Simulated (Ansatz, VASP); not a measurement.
**Ag2Pd in VASP and in Ansatz**

File INCAR:

```
ALGO = Normal
EDIFF = 1E-7
ENCUT = 520
GGA = PE
ISIF = 2
ISMEAR = 0
LASPH = True
LCHARG = False
LREAL = False
LWAVE = False
NBANDS = 23
NELM = 60
PREC = Accurate
SIGMA = 0.1
```

The input KPOINTS:

```
k-points
0
Gamma
  6 6 6
```

The input POSCAR:

```
Ag2Pd
1.0
    0.0000000000      2.9666952807      2.9666952807
    2.9666952807      0.0000000000      2.9666952807
    2.9666952807      2.9666952807      0.0000000000
Ag Pd
2 1
Direct
    0.2500000000      0.2500000000      0.2500000000
    0.7500000000      0.7500000000      0.7500000000
    0.0000000000      0.0000000000      0.0000000000
```

Input for Ansatz:

```yaml
crystal:
  lattice:
    - [0.0, 2.9666952807, 2.9666952807]
    - [2.9666952807, 0.0, 2.9666952807]
    - [2.9666952807, 2.9666952807, 0.0]
  atoms:
    - { symbol: Ag, position: [0.25, 0.25, 0.25] }
    - { symbol: Ag, position: [0.75, 0.75, 0.75] }
    - { symbol: Pd, position: [0.0, 0.0, 0.0] }
basis:
  ecutwfc: 420
kpoints:
  mp_grid: { grid: [6, 6, 6] }
hamiltonian:
  xc: pbe
scf:
  occupations: { method: gaussian, width: 0.1 }
  lower_state_search: "off"
output:
  forces: true
  stress: true
  eigenvalues: true
```

Alike in both runs: task single point; functional PBE; k mesh 6 × 6 × 6; occupations gaussian, width 0.1 eV; no spin polarisation.

|  | VASP | Ansatz |
| --- | --- | --- |
| version | VASP 6.6.1 | Ansatz 0.2.0 |
| potentials or method | VASP PAW PBE potentials, release 64 (Ag, Pd), cutoff 520 eV | scalar-relativistic, plane waves, PAW |
| valence electrons in the cell | 32 | 56 |

Ansatz gave:

| Property | Result |
| --- | --- |
| gap on the k mesh at the Fermi level (eV) | none |
| pressure (GPa) | 19.6 |

**Question.** Which values does VASP return?

**Answer.** gap on the k mesh at the Fermi level (eV): none; pressure (GPa): 19.3.

A gap of «none» marks a metal or a gap that the smearing closes. The functional is the same, so the differences come from potentials, cutoffs and numerics. VASP's potentials hold 32 valence electrons a cell and Ansatz's 56, so a difference there can come from the potentials and not from the codes.
